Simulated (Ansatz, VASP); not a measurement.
## MnAs: VASP beside Ansatz

Contents of INCAR:

```
PREC = Accurate ; ENCUT = 520
EDIFF = 1E-6 ; ISMEAR = -1
SIGMA = 0.05 ; LREAL = False
LASPH = True ; NELM = 150
ALGO = Normal ; ISIF = 2
LWAVE = False ; LCHARG = False
ISPIN = 2 ; MAGMOM = 1.9 1.9 0 0
LORBIT = 11 ; LMAXMIX = 4
NBANDS = 30
```

KPOINTS

```
Automatic mesh
0
Gamma
  12 12 6
```

File POSCAR:

```
MnAs
1.0
    3.4968564789      0.0000000000      0.0000000000
   -1.7484282394      3.0283665441      0.0000000000
    0.0000000000      0.0000000000      5.2469686003
Mn As
2 2
Direct
    0.0000000000      0.0000000000      0.0000000000
    0.0000000000      0.0000000000      0.5000000000
    0.3333333333      0.6666666667      0.2500000000
    0.6666666667      0.3333333333      0.7500000000
```

Input for Ansatz:

```yaml
crystal:
  lattice:
    - [3.49685647887, 0.0, 0.0]
    - [-1.74842823944, 3.02836654409, 0.0]
    - [0.0, 0.0, 5.24696860026]
  atoms:
    - { symbol: Mn, position: [0.0, 0.0, 0.0], spin: 1.9 }
    - { symbol: Mn, position: [0.0, 0.0, 0.5], spin: 1.9 }
    - { symbol: As, position: [0.333333333333, 0.666666666667, 0.25] }
    - { symbol: As, position: [0.666666666667, 0.333333333333, 0.75] }
magnetization:
  spin_polarized: true
kpoints:
  mp_grid: { grid: [12, 12, 6] }
scf:
  occupations: { method: fermi_dirac, width: 0.05 }
hamiltonian:
  xc: lda
  pseudopotentials: { kind: paw }
output:
  forces: true
  stress: true
  eigenvalues: true
  eigenstates:
    nscf_kmesh: { grid: [14, 14, 8] }
    de_dk: true
    e_range: [-14, 14]
  optics:
    e_range: [0, 30]
    de: 0.2
    sigma: 0.1
    bands: { spectra_wanted_up_to: 30 }
    nscf_kmesh: { grid: [14, 14, 8] }
    drude_damping: 0.03
checkpoint:
  write: ck
  write_wavefunctions: false
```

Alike in both runs: task single point; functional LDA; k mesh 12 × 12 × 6; occupations fermi-dirac, width 0.05 eV; collinear spin.

|  | VASP | Ansatz |
| --- | --- | --- |
| version | VASP 6.6.1 | Ansatz 0.2.0 |
| potentials or method | VASP PAW LDA potentials, release 64 (Mn_pv, As) | PAW with Ansatz's default frozen-core files, scalar-relativistic |
| plane-wave cutoff (eV) | 520 | 420 |
| valence electrons in the cell | 36 | 60 |

Ansatz gave:

| Quantity | Value |
| --- | --- |
| pressure (GPa) | 0.0 |
| net moment per atom (μB) | 0.96 |
| size of the moment on the site where the two differ most (μB) | 1.87 |

**Question.** Estimate VASP's values.

**Answer.** Pressure (GPa): -0.3; net moment per atom (μB): 0.91; size of the moment on the site where the two differ most (μB): 1.84.

LDA's correlation is that of Perdew and Zunger in VASP and of Perdew and Wang (1992) in Ansatz. Site moments also hang on the region over which each program counts them. VASP's potentials hold 36 valence electrons a cell and Ansatz's 60, so a difference there can come from the potentials and not from the codes. Ansatz's warnings: optics on partly filled bands.
